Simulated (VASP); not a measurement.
A run of VASP 6.6.1 is set up as follows.

The input INCAR:

```
PREC = Accurate ; ENCUT = 520
EDIFF = 1E-6 ; ISMEAR = -1
SIGMA = 0.03 ; LREAL = F
LASPH = T ; NELM = 100
ALGO = Normal ; ISIF = 2
LWAVE = F ; LCHARG = T
GGA = PE ; LELF = T
LVHAR = T ; NBANDS = 16
```

The input KPOINTS:

```
regular mesh
0
Gamma
  8 8 8
```

POSCAR

```
CdSe
1.0
    0.0000000000      3.0702711986      3.0702711986
    3.0702711986      0.0000000000      3.0702711986
    3.0702711986      3.0702711986      0.0000000000
Cd Se
1 1
Direct
   -0.0081426032      0.0081426032      0.0081426032
    0.2500000000      0.2500000000      0.2500000000
```

Potentials or basis: VASP PAW PBE potentials, release 64 (Cd, Se).

Launch:

```sh
$ cat potpaw_PBE.64/Cd/POTCAR potpaw_PBE.64/Se/POTCAR > POTCAR
$ mpirun -np 1 vasp_std > vasp.out
```

(1) Estimate the largest force.

(2) Estimate the pressure.

(3) What does it give for the band gap on the k mesh?

Answers

(1) 0.231 eV/Å.

(2) 1.6 GPa.

(3) 0.53 eV.

Caveat: the cell differs from its parent crystal (atom 1 (Cd) moved by [0.05, 0.0, 0.0] A).
